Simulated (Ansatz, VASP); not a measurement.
# Two plane-wave programs on C

File INCAR:

```
ALGO = Normal
EDIFF = 1E-6
ENCUT = 520
GGA = PE
ISIF = 2
ISMEAR = 0
LASPH = T
LCHARG = T
LELF = T
LREAL = F
LVHAR = T
LWAVE = F
NBANDS = 31
NELM = 80
PREC = Accurate
SIGMA = 0.05
```

KPOINTS

```
k-points
0
Gamma
  10 10 3
```

File POSCAR:

```
C
1.0
   -2.5194924611      0.0000000000      0.0000000000
   -1.2597462306     -2.1819444760      0.0000000000
   -0.3150625322     -0.1819014378     10.3668212017
C
10
Direct
   -0.3394437676     -0.3394437676      0.8741755410
    0.6729737876      0.6729737876      0.7252244590
    0.0562836709      0.0562836709      0.1257456505
    0.6939463491      0.6939463491      0.4736543495
    0.0438575570      0.0438575570      0.2747993967
    0.7063724630      0.7063724630      0.3246006033
   -0.0102872111     -0.0102872111      0.9242768224
    0.3438172311      0.3438172311      0.6751231776
    0.3937925375      0.3937925375      0.0756592868
    0.3564374825      0.3564374825      0.5237407132
```

Input for Ansatz:

```yaml
crystal:
  lattice:
    - [-2.5194924611, 0.0, 0.0]
    - [-1.2597462306, -2.181944476, 0.0]
    - [-0.3150625322, -0.1819014378, 10.3668212017]
  atoms:
    - { symbol: C, position: [-0.3394437676, -0.3394437676, 0.874175541] }
    - { symbol: C, position: [0.6729737876, 0.6729737876, 0.725224459] }
    - { symbol: C, position: [0.0562836709, 0.0562836709, 0.1257456505] }
    - { symbol: C, position: [0.6939463491, 0.6939463491, 0.4736543495] }
    - { symbol: C, position: [0.043857557, 0.043857557, 0.2747993967] }
    - { symbol: C, position: [0.706372463, 0.706372463, 0.3246006033] }
    - { symbol: C, position: [-0.0102872111, -0.0102872111, 0.9242768224] }
    - { symbol: C, position: [0.3438172311, 0.3438172311, 0.6751231776] }
    - { symbol: C, position: [0.3937925375, 0.3937925375, 0.0756592868] }
    - { symbol: C, position: [0.3564374825, 0.3564374825, 0.5237407132] }
basis:
  ecutwfc: 420
kpoints:
  mp_grid: { grid: [10, 10, 3] }
hamiltonian:
  xc: pbe
scf:
  occupations: { method: gaussian, width: 0.05 }
output:
  forces: true
  stress: true
  eigenvalues: true
```

Alike in both runs: task single point; functional PBE; k mesh 10 × 10 × 3; occupations gaussian, width 0.05 eV; no spin polarisation.

```csv
,VASP,Ansatz
version,VASP 6.6.1,Ansatz 0.2.0
potentials or method,"VASP PAW PBE potentials, release 64 (C), cutoff 520 eV","scalar-relativistic, plane waves, PAW"
valence electrons in the cell,40,40
```

|  | VASP | Ansatz | Ansatz less VASP |
| --- | --- | --- | --- |
| gap on the k mesh at the Fermi level (eV) | none | none | - |
| pressure (GPa) | 4.9 | 4.3 | -0.64 |
| traceless stress, the component that is largest in VASP (GPa) | 19.24 | 19.34 | +0.102 |
| rms of the force components (eV/Å) | 0.956 | 0.962 | +0.0059 |

Atom by atom the forces differ by 0.006 eV/Å (rms over components). A gap of «none» marks a metal or a gap that the smearing closes. With one functional, cell and mesh, what is left measures potentials, basis and numerics.
